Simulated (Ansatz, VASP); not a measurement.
Li2S: VASP beside Ansatz

```
Li S
1.0
     0.00000    2.90877    2.90877
     2.90877    0.00000    2.90877
     2.90877    2.90877    0.00000
Li S
2 1
Cartesian
  1.4544 1.4544 1.4544
  4.3632 4.3632 4.3632
  0.0000 0.0000 0.0000
```

Alike in both runs: task single point; functional PBE; k mesh 8 × 8 × 8; occupations gaussian, width 0.02 eV; no spin polarisation.

```csv
,VASP,Ansatz
version,VASP 6.6.1,Ansatz 0.2.0
potentials or method,"VASP PAW PBE potentials, release 64 (Li_sv, S), cutoff 750 eV","scalar-relativistic, plane waves, PAW"
valence electrons in the cell,12,12
```

|  | VASP | Ansatz | Ansatz less VASP |
| --- | --- | --- | --- |
| gap on the k mesh at the Fermi level (eV) | 3.42 | 3.42 | +0.005 |
| pressure (GPa) | -2.3 | -2.1 | +0.23 |
